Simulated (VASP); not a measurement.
# MgO (P6_3/mmc) in VASP: a series of runs, part 2 of 2

VASP 6.6.1. The steps go on from the part before.

## Step 5: Relaxation of cell and atoms, PBEsol, target pressure 35 GPa, at which the enthalpy is minimised

This run uses another cell than the first one, of 9.93 Å³/atom.

The input, INCAR:

```
SYSTEM = MgO
PREC     = Accurate       ! precision mode
ENCUT    = 600            ! plane-wave cutoff, eV
EDIFF    = 1E-7           ! SCF threshold, eV
ISMEAR   = 0              ! smearing method
SIGMA    = 0.01           ! smearing width, eV
LREAL    = .FALSE.        ! projectors in reciprocal space
LASPH    = .TRUE.         ! aspherical terms in the spheres
NELM     = 60             ! most SCF steps
ALGO     = Normal         ! electronic algorithm
ISIF     = 3              ! what is computed and relaxed
LWAVE    = .FALSE.        ! write WAVECAR
LCHARG   = .FALSE.        ! write CHGCAR
GGA      = PS             ! functional
IBRION   = 2              ! ionic algorithm
NSW      = 80             ! ionic steps
EDIFFG   = -0.001         ! ionic threshold
PSTRESS  = 350.0
```

The input, KPOINTS:

```
Automatic mesh
0
G
  12 12 6
  0 0 0
```

The input, POSCAR:

```
MgO
1.0
    3.3629913130      0.0000000000      0.0000000000
   -1.6814956565      2.9124359098      0.0000000000
    0.0000000000      0.0000000000      4.0540516517
Mg O
2 2
Direct
    0.6666666667      0.3333333333      0.7500000000
    0.3333333333      0.6666666667      0.2500000000
    0.6666666667      0.3333333333      0.2500000000
    0.3333333333      0.6666666667      0.7500000000
```

Launch:

```console
$ cat potpaw_PBE.64/Mg/POTCAR potpaw_PBE.64/O/POTCAR > POTCAR
$ mpirun -np 1 vasp_std > vasp.out
```

Run time: 2.5 min. Hardware: 1 thread of Intel Xeon Platinum 8375C at 2.90GHz (Ice Lake), shared host; peak memory 0.2 GiB.

The run converged. Its results:

* Free energy: -24.0716 eV
* Relaxed volume: 9.22 Å³/atom
* Relaxed cell: a = 3.279 Å, b = 3.279 Å, c = 3.958 Å, α = 90.00°, β = 90.00°, γ = 120.00°
* Space group after relaxing (to 0.1 Å): P6_3/mmc (No. 194)
* Energy change on relaxing (the run minimises the enthalpy): +114.7 meV/atom
* Ionic steps: 8
* Pressure after relaxing: 35.0 GPa
* Band gap on the k mesh: 4.23 eV

The path:
```csv
step,energy change (eV),largest force (eV/Å),pressure (GPa),volume (Å³)
1,0.0000,0.0000,17.68,39.71
2,1.3483,0.0000,61.50,33.86
3,0.4483,0.0000,34.65,36.91
4,0.4601,0.0000,35.05,36.86
5,0.4605,0.0000,35.06,36.85
6,0.4605,0.0000,35.05,36.85
7,0.4575,0.0000,34.95,36.87
8,0.4589,0.0000,35.00,36.86
```

Final structure:
```yaml
crystal:
  lattice:
    - [3.27916, 0.00000, 0.00000]
    - [-1.63958, 2.83983, 0.00000]
    - [0.00000, 0.00000, 3.95835]
  atoms:
    - { symbol: Mg, position: [0.66667, 0.33333, 0.75000] }
    - { symbol: Mg, position: [0.33333, 0.66667, 0.25000] }
    - { symbol: O, position: [0.66667, 0.33333, 0.25000] }
    - { symbol: O, position: [0.33333, 0.66667, 0.75000] }
```

Levels at points of the mesh, in eV from the valence-band top:
| k point | band 6 | band 7 | band 8 | band 9 | band 10 | band 11 |
| --- | --- | --- | --- | --- | --- | --- |
| (0.00, 0.00, 0.00) | -1.10 | -1.10 | 0.00 | 4.23 | 10.84 | 13.48 |
| (0.50, 0.00, 0.00) | -2.32 | -1.63 | -0.67 | 7.36 | 10.10 | 10.89 |
| (0.00, 0.00, 0.50) | -1.64 | -1.64 | -1.64 | 7.31 | 7.31 | 14.03 |
| (0.50, 0.00, 0.50) | -1.89 | -1.11 | -1.11 | 7.78 | 7.78 | 13.97 |

Caveat: the cell is relaxed towards a set pressure, so the run minimises the enthalpy, not the energy; the PAW data sets were made with another functional, which shifts forces and pressure a little.

## Step 6: Relaxation of cell and atoms, PBEsol, target pressure 18 GPa, at which the enthalpy is minimised

This run uses another cell than the first one, of 10.56 Å³/atom.

The input, INCAR:

```
SYSTEM = MgO
ALGO = Normal ; EDIFF = 1E-6
EDIFFG = -0.001 ; ENCUT = 600
GGA = PS ; IBRION = 2
ISIF = 3 ; ISMEAR = 0
LASPH = .TRUE. ; LCHARG = .FALSE.
LREAL = .FALSE. ; LWAVE = .FALSE.
NELM = 60 ; NSW = 80
PREC = Accurate ; PSTRESS = 180.0
SIGMA = 0.01
```

The input, KPOINTS:

```
k-points
0
G
  12 12 6
  0 0 0
```

The input, POSCAR:

```
MgO
1.0
    3.4353081984      0.0000000000      0.0000000000
   -1.7176540992      2.9750641697      0.0000000000
    0.0000000000      0.0000000000      4.1325902751
Mg O
2 2
Direct
    0.6666666667      0.3333333333      0.7500000000
    0.3333333333      0.6666666667      0.2500000000
    0.6666666667      0.3333333333      0.2500000000
    0.3333333333      0.6666666667      0.7500000000
```

Potentials or basis: VASP PAW PBE potentials, release 64 (Mg, O).

Launch:

```console
$ cat potpaw_PBE.64/Mg/POTCAR potpaw_PBE.64/O/POTCAR > POTCAR
$ mpirun -np 1 vasp_std > vasp.out
```

OUTCAR:

```text
SYSTEM = MgO
   EDIFF = 1E-6
   EDIFFG = -0.001
   ENCUT = 600
   GGA = PS
   IBRION = 2
   ISIF = 3
   ISMEAR = 0
   LASPH = .TRUE.
   LREAL = .FALSE.
   NELM = 60
   NSW = 80
   PREC = Accurate
   PSTRESS = 180.0

 ion  position               nearest neighbor table
   1  0.667  0.333  0.750-   4 1.98   4 1.98   4 1.98   3 2.07   3 2.07   2 2.86   2 2.86   2 2.86
                             2 2.86   2 2.86   2 2.86
   2  0.333  0.667  0.250-   3 1.98   3 1.98   3 1.98   4 2.07   4 2.07   1 2.86   1 2.86   1 2.86
                             1 2.86   1 2.86   1 2.86
   3  0.667  0.333  0.250-   2 1.98   2 1.98   2 1.98   1 2.07   1 2.07
   4  0.333  0.667  0.750-   1 1.98   1 1.98   1 1.98   2 2.07   2 2.07

  LATTYP: Found a hexagonal cell.
 ALAT       =     3.4353081984
 C/A-ratio  =     1.2029751150

  Lattice vectors:

 A1 = (   3.4353081984,   0.0000000000,   0.0000000000)
 A2 = (  -1.7176540992,   2.9750641697,   0.0000000000)
 A3 = (   0.0000000000,   0.0000000000,   4.1325902751)

Analysis of symmetry for initial positions (statically):
=====================================================================
 Subroutine PRICEL returns:
 Original cell was already a primitive cell.

 Routine SETGRP: Setting up the symmetry group for a
 hexagonal supercell.

 Subroutine GETGRP returns: Found 24 space group operations
 (whereof 12 operations were pure point group operations)
 out of a pool of 24 trial point group operations.

The static configuration has the point symmetry D_3d.
 The point group associated with its full space group is D_6h.

Analysis of symmetry for dynamics (positions and initial velocities):
=====================================================================
 Subroutine PRICEL returns:
 Original cell was already a primitive cell.

 Routine SETGRP: Setting up the symmetry group for a
 hexagonal supercell.

[... 150 lines left out ...]

 number of electron      16.0000000 magnetization

 Free energy of the ion-electron system (eV)
  ---------------------------------------------------
  ext. energy  EPLUGINS =         0.00000000
  ---------------------------------------------------
  free energy    TOTEN  =       -24.72286016 eV

  energy without entropy =      -24.72286016  energy(sigma->0) =      -24.72286016

------------------------ aborting loop because EDIFF is reached ----------------------------------------

  FORCE on cell =-STRESS in cart. coord.  units (eV):
  Direction    XX          YY          ZZ          XY          YZ          ZX
  --------------------------------------------------------------------------------------
  -------------------------------------------------------------------------------------
  Total        1.7133519      1.7133519      1.6841160      0.0000000      0.0000000      0.0000000
  in kB       64.9939227     64.9939227     63.8848956      0.0000000      0.0000000      0.0000000
  external PRESSURE =    -115.3757530 kB  Pullay stress =     180.0000000 kB
[... 103 lines left out ...]
  energy  without entropy=      -24.5308711352  energy(sigma->0) =      -24.53087114

  enthalpy is  TOTEN    =       -20.0755223149 eV   P V=        4.4553488203

[... ionic steps 4 to 13 ...]

--------------------------------------- Ionic step       14  -------------------------------------------

 number of electron      16.0000001 magnetization

------------------------ aborting loop because EDIFF is reached ----------------------------------------
[... 75 lines left out ...]
--------------------------------------- Ionic step       16  -------------------------------------------

 number of electron      16.0000001 magnetization

 Free energy of the ion-electron system (eV)
  ---------------------------------------------------
  ext. energy  EPLUGINS =         0.00000000
  ---------------------------------------------------
  free energy    TOTEN  =       -24.52885496 eV

  energy without entropy =      -24.52885496  energy(sigma->0) =      -24.52885496

 E-fermi :   2.6961     XC(G=0): -10.7944

 val. band max:        2.6185794487   @ k =   0.0000   0.0000   0.0000
 cond. band min:       6.4636703437   @ k =   0.0000   0.0000   0.0000
 fundamental gap:      3.8450908950
 Fermi energy:         2.6960971449

 k-point     1 :       0.0000    0.0000    0.0000
  band No.  band energies     occupation
      1     -14.7580      2.00000
      2     -13.0453      2.00000
      3      -1.4886      2.00000
      4       0.6496      2.00000
      5       0.6496      2.00000
      6       1.6449      2.00000
      7       1.6449      2.00000
      8       2.6186      2.00000
      9       6.4637      0.00000
     10      12.8431      0.00000
     11      15.5116      0.00000
     12      15.7831      0.00000
[... 331 lines left out ...]
 k-point    24 :       0.3333    0.0000    0.1667
  band No.  band energies     occupation
      1     -14.1086      2.00000
      2     -13.2396      2.00000
      3      -1.3088      2.00000
      4      -0.3800      2.00000
      5       0.2194      2.00000
      6       0.4447      2.00000
      7       1.7960      2.00000
      8       1.9151      2.00000
      9       9.2417      0.00000
     10      12.0442      0.00000
     11      13.8403      0.00000
     12      15.8440      0.00000

 [... further k-points ...]
[... 5 lines left out ...]
  --------------------------------------------------------------------------------------
  -------------------------------------------------------------------------------------
  Total        4.4513652      4.4513652      4.4508131      0.0000000     -0.0000000      0.0000000
  in kB      179.9241346    179.9241346    179.9018173      0.0000000     -0.0000000      0.0000000
  external PRESSURE =      -0.0833045 kB  Pullay stress =     180.0000000 kB
[... 23 lines left out ...]
  energy  without entropy=      -24.5288549588  energy(sigma->0) =      -24.52885496

  enthalpy is  TOTEN    =       -20.0756128084 eV   P V=        4.4532421504

 reached required accuracy - stopping structural energy minimisation
```

OSZICAR:

```text
N       E                     dE             d eps       ncg     rms          rms(c)
DAV:   1     0.828514160071E+02    0.82851E+02   -0.86541E+03  1832   0.135E+03
DAV:   2    -0.229555381048E+02   -0.10581E+03   -0.96210E+02  2600   0.251E+02
DAV:   3    -0.283677998869E+02   -0.54123E+01   -0.53830E+01  2256   0.629E+01
[... 82 lines left out ...]
DAV:   1    -0.245288923466E+02    0.11178E-03   -0.77895E-06  1896   0.279E-02    0.276E-03
DAV:   2    -0.245288922272E+02    0.11933E-06   -0.23771E-07   916   0.475E-03
  15 F= -.20075613E+02 E0= -.20075613E+02  d E =-.238071E-06
       N       E                     dE             d eps       ncg     rms          rms(c)
DAV:   1    -0.245288549741E+02    0.37372E-04   -0.74091E-07   912   0.882E-03    0.118E-03
DAV:   2    -0.245288549588E+02    0.15289E-07   -0.31137E-08   912   0.190E-03
  16 F= -.20075613E+02 E0= -.20075613E+02  d E =-.242360E-06
```

CONTCAR:

```text
MgO
   1.00000000000000
     3.3615790060129784    0.0000000000000000    0.0000000000000000
    -1.6807895030064892    2.9112128161101465   -0.0000000000000000
     0.0000000000000000   -0.0000000000000000    4.0503925081111634
  Mg              O
     2     2
Direct
     0.6666666667000030    0.3333333332999970    0.7500000000000000
     0.3333333332999970    0.6666666667000030    0.2500000000000000
     0.6666666667000030    0.3333333332999970    0.2500000000000000
     0.3333333332999970    0.6666666667000030    0.7500000000000000

  0.00000000E+00  0.00000000E+00  0.00000000E+00
  0.00000000E+00  0.00000000E+00  0.00000000E+00
  0.00000000E+00  0.00000000E+00  0.00000000E+00
  0.00000000E+00  0.00000000E+00  0.00000000E+00
```

Wall time 3.7 min (1 thread of Intel Xeon Platinum 8375C at 2.90GHz (Ice Lake), shared host); peak memory 0.21 GiB.

What came out:

```
Free energy                                                : -24.5289 eV
Relaxed volume                                             : 9.91 Å³/atom
Relaxed cell                                               : a = 3.362 Å, b = 3.362 Å, c = 4.050 Å, α = 90.00°, β = 90.00°, γ = 120.00°
Space group after relaxing (to 0.1 Å)                      : P6_3/mmc (No. 194)
Energy change on relaxing (the run minimises the enthalpy) : +48.5 meV/atom
Ionic steps                                                : 16
Pressure after relaxing                                    : 18.0 GPa
Band gap on the k mesh                                     : 3.85 eV
```

The path:
| step | energy change (eV) | largest force (eV/Å) | pressure (GPa) | volume (Å³) |
| --- | --- | --- | --- | --- |
| 1 | 0.0000 | 0.0000 | 6.46 | 42.24 |
| 2 | 0.4670 | 0.0000 | 28.89 | 37.76 |
| 3 | 0.1920 | 0.0000 | 17.90 | 39.66 |
| 4 | 0.1977 | 0.0000 | 18.15 | 39.61 |
| 5 | 0.1920 | 0.0000 | 17.90 | 39.66 |
| 6 | 0.1923 | 0.0000 | 17.91 | 39.65 |
| 7 | 0.1925 | 0.0000 | 17.92 | 39.65 |
| 8 | 0.1949 | 0.0000 | 18.02 | 39.63 |
| 9 | 0.1945 | 0.0000 | 18.02 | 39.63 |
| 10 | 0.1943 | 0.0000 | 18.01 | 39.64 |
| 11 | 0.1942 | 0.0000 | 18.01 | 39.64 |
| 12 | 0.1941 | 0.0000 | 18.00 | 39.64 |
| 13 | 0.1935 | 0.0000 | 17.97 | 39.64 |
| 14 | 0.1939 | 0.0000 | 17.99 | 39.64 |
| 15 | 0.1940 | 0.0000 | 17.99 | 39.64 |
| 16 | 0.1940 | 0.0000 | 17.99 | 39.64 |

Final structure:
```cif
data_structure
_symmetry_space_group_name_H-M 'P 1'
_symmetry_Int_Tables_number 1
_cell_length_a 3.3616
_cell_length_b 3.3616
_cell_length_c 4.0504
_cell_angle_alpha 90.000
_cell_angle_beta 90.000
_cell_angle_gamma 120.000
_cell_volume 39.64
loop_
_atom_site_label
_atom_site_type_symbol
_atom_site_fract_x
_atom_site_fract_y
_atom_site_fract_z
_atom_site_occupancy
Mg1 Mg 0.66667 0.33333 0.75000 1
Mg2 Mg 0.33333 0.66667 0.25000 1
O1 O 0.66667 0.33333 0.25000 1
O2 O 0.33333 0.66667 0.75000 1
```

Caveat: the cell is relaxed towards a set pressure, so the run minimises the enthalpy, not the energy; the PAW data sets were made with another functional, which shifts forces and pressure a little.

## Step 7: Overview

| task | cell | k mesh | cutoff (eV) | smearing | gap on the mesh (eV) | pressure (GPa) |
| --- | --- | --- | --- | --- | --- | --- |
| single point | a = 3.494, b = 3.494, c = 4.194 Å, angles 90.0, 90.0, 120.0°, 4 atoms | 6 × 6 × 6 | 520 | gaussian 0.02 eV | 3.27 | -0.4 |
| single point | a = 3.279, b = 3.279, c = 3.960 Å, angles 90.0, 90.0, 120.0°, 4 atoms | 12 × 12 × 6 | 520 | gaussian 0.01 eV | 4.23 | 35.2 |
| single point | a = 3.363, b = 3.363, c = 4.054 Å, angles 90.0, 90.0, 120.0°, 4 atoms | 12 × 12 × 6 | 520 | gaussian 0.01 eV | 3.83 | 17.9 |
| relaxation of cell and atoms | relaxed to 35 GPa from a = 3.363, b = 3.363, c = 4.054 Å, angles 90.0, 90.0, 120.0°, 4 atoms | 12 × 12 × 6 | 600 | gaussian 0.01 eV | 4.23 | 35.0 |
| relaxation of cell and atoms | relaxed to 18 GPa from a = 3.435, b = 3.435, c = 4.133 Å, angles 90.0, 90.0, 120.0°, 4 atoms | 12 × 12 × 6 | 600 | gaussian 0.01 eV | 3.85 | 18.0 |

Alike in all rows: level PBEsol; potentials or basis VASP PAW PBE potentials, release 64 (Mg, O); no spin polarisation.

Caveats: the PAW data sets were made with another functional, which shifts forces and pressure a little; the cell stands under pressure (at least some runs); the cell is relaxed towards a set pressure, so the run minimises the enthalpy, not the energy (at least some runs).

Absolute energies hang on the potentials; compare differences alone.
